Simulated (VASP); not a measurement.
## BaTiO3: relaxation of cell and atoms with PBE

The system is BaTiO3.

```
CELL_PARAMETERS angstrom
3.98333 0.00000 0.00000
0.00000 2.86260 2.87534
0.00000 -2.86260 2.87534
ATOMIC_POSITIONS crystal
Ba 0.00000 0.00341 0.00341
Ti 0.50000 0.51850 0.51850
O 0.50000 0.97843 0.49135
O 0.50000 0.49135 0.97843
O 0.00000 0.48820 0.48820
```

```yaml
Program: VASP 6.6.1
Task: relaxation of cell and atoms
Functional: PBE
Potentials_or_basis: VASP PAW PBE potentials, release 64 (Ba_sv, Ti_sv, O)
Cutoff: 600 eV
k_mesh: 6 × 6 × 6
Occupations: fermi-dirac, width 0.02 eV
Spin: no spin polarisation
Dipole_correction: no
Further_INCAR_settings: ALGO = Normal; EDIFF = 1e-07; IBRION = 2; EDIFFG = -0.005; NSW = 80; ISIF = 3
```

```
Relaxed volume                         : 13.53 Å³/atom
Relaxed cell                           : a = 3.983 Å, b = 4.121 Å, c = 4.121 Å, α = 89.50°, β = 90.00°, γ = 90.00°
Space group after relaxing (to 0.05 Å) : Amm2 (No. 38)
Energy gained by relaxing              : 3.9 meV/atom
Ionic steps                            : 14
Pressure after relaxing                : 0.0 GPa
Largest force after relaxing           : 0.003 eV/Å
Band gap on the k mesh                 : 2.33 eV, indirect (least direct gap 2.89 eV)
```

Forces on the atoms (eV/Å):
```
Ba   0.000  0.000 -0.003
Ti   0.000  0.000  0.002
O    0.000 -0.003  0.001
O    0.000  0.003  0.001
O    0.000  0.000 -0.002
```

Step by step:
```tsv
step	energy change (eV)	largest force (eV/Å)	pressure (GPa)	volume (Å³)
1	0.0000	0.0643	2.88	65.57
2	-0.0031	0.3525	-2.37	67.84
3	-0.0108	0.2218	-0.05	66.79
4	-0.0143	0.1294	-0.01	66.99
5	-0.0161	0.0741	0.10	67.27
6	-0.0183	0.0657	-0.13	67.53
7	-0.0189	0.0597	-0.30	67.74
8	-0.0192	0.0477	0.40	67.47
9	-0.0193	0.0492	0.19	67.55
10	-0.0196	0.0238	0.04	67.58
11	-0.0196	0.0265	0.03	67.58
12	-0.0197	0.0062	0.01	67.62
13	-0.0197	0.0052	0.01	67.63
14	-0.0197	0.0033	0.00	67.64
```

Final structure:
```cif
data_structure
_symmetry_space_group_name_H-M 'P 1'
_symmetry_Int_Tables_number 1
_cell_length_a 3.9833
_cell_length_b 4.1208
_cell_length_c 4.1208
_cell_angle_alpha 89.501
_cell_angle_beta 90.000
_cell_angle_gamma 90.000
_cell_volume 67.64
loop_
_atom_site_label
_atom_site_type_symbol
_atom_site_fract_x
_atom_site_fract_y
_atom_site_fract_z
_atom_site_occupancy
Ba1 Ba 0.00000 0.00754 0.00754 1
Ti1 Ti 0.50000 0.52475 0.52475 1
O1 O 0.50000 0.97266 0.49036 1
O2 O 0.50000 0.49036 0.97266 1
O3 O 0.00000 0.48459 0.48459 1
```

Levels at points of the mesh, in eV from the valence-band top:
```csv
k point,band 17,band 18,band 19,band 20,band 21,band 22,band 23,band 24
"(0.00, 0.00, 0.00)",-1.11,-0.72,-0.64,-0.55,2.33,2.64,2.68,4.33
"(0.50, 0.00, 0.00)",-1.61,-1.45,-1.34,-1.21,2.75,3.58,3.85,4.28
"(0.00, 0.50, 0.00)",-1.75,-1.64,-1.06,-0.82,2.57,3.66,3.67,4.32
"(0.50, 0.50, 0.00)",-1.71,-1.00,-0.94,-0.08,3.70,3.73,4.04,4.59
"(0.00, 0.50, 0.50)",-1.60,-0.99,-0.87,-0.35,3.64,3.73,3.91,5.02
"(0.50, 0.50, 0.50)",-2.40,-0.28,-0.04,0.00,4.08,4.13,4.31,6.15
```

Run time: 9.6 min on 1 thread of Intel(R) Xeon(R) Platinum 8488C (Sapphire Rapids) (shared host), peak memory 0.27 GiB.

Caveat: spin-orbit coupling is left out, which moves the levels of the heavy elements. A k mesh can miss the band edges.
